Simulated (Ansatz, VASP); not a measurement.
AlSn4 in VASP and in Ansatz

```xyz
5
Lattice="5.3152 0.0000 0.0000 0.0000 5.3152 0.0000 0.0000 0.0000 5.3152" Properties=species:S:1:pos:R:3 pbc="T T T"
Al    0.0000    0.0000    0.0000
Sn    1.5767    3.7386    3.7386
Sn    3.7386    1.5767    3.7386
Sn    3.7386    3.7386    1.5767
Sn    1.5767    1.5767    1.5767
```

Change from the starting cell: species swapped into the SnI4 type (P-43m, No. 215).

Alike in both runs: functional PBE; k mesh 8 × 8 × 8; occupations gaussian, width 0.1 eV; no spin polarisation.

Ansatz relaxed the structure, and its values are those at the end. VASP's run is a single point on that final structure, the one shown.

```csv
,VASP,Ansatz
version,VASP 6.6.1,Ansatz 0.2.0
potentials or method,"VASP PAW PBE potentials, release 64 (Al, Sn_d), cutoff 520 eV","scalar-relativistic, plane waves, PAW"
valence electrons in the cell,59,59
```

```csv
,VASP,Ansatz,Ansatz less VASP
gap on the k mesh at the Fermi level (eV),none,none,-
pressure (GPa),-0.1,0.0,+0.06
```

A gap of «none» marks a metal or a gap that the smearing closes.
